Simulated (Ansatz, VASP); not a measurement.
## CoSi: VASP beside Ansatz

```
Co Si
1.0
     2.61682    0.00000    0.00000
     0.00000    2.61682    0.00000
     0.00000    0.00000    3.13582
Co Si
1 1
Direct
  0.00000 0.00000 0.00000
  0.50000 0.50000 0.50000
```

Alike in both runs: functional PBE; k mesh 16 × 16 × 14; occupations gaussian, width 0.1 eV; no spin polarisation.

Ansatz relaxed the structure, and its values are those at the end. VASP's run is a single point on that final structure, the one shown.

|  | VASP | Ansatz |
| --- | --- | --- |
| version | VASP 6.6.1 | Ansatz 0.2.0 |
| potentials or method | VASP PAW PBE potentials, release 64 (Co, Si), cutoff 520 eV | scalar-relativistic, plane waves, PAW |
| valence electrons in the cell | 13 | 21 |

VASP gave:

* gap on the k mesh at the Fermi level (eV): none
* pressure (GPa): -0.1

Problem. Which values does Ansatz return?

Solution. gap on the k mesh at the Fermi level (eV): none; pressure (GPa): 0.0.

A gap of «none» marks a metal or a gap that the smearing closes. VASP's potentials hold 13 valence electrons a cell and Ansatz's 21, so a difference there can come from the potentials and not from the codes.
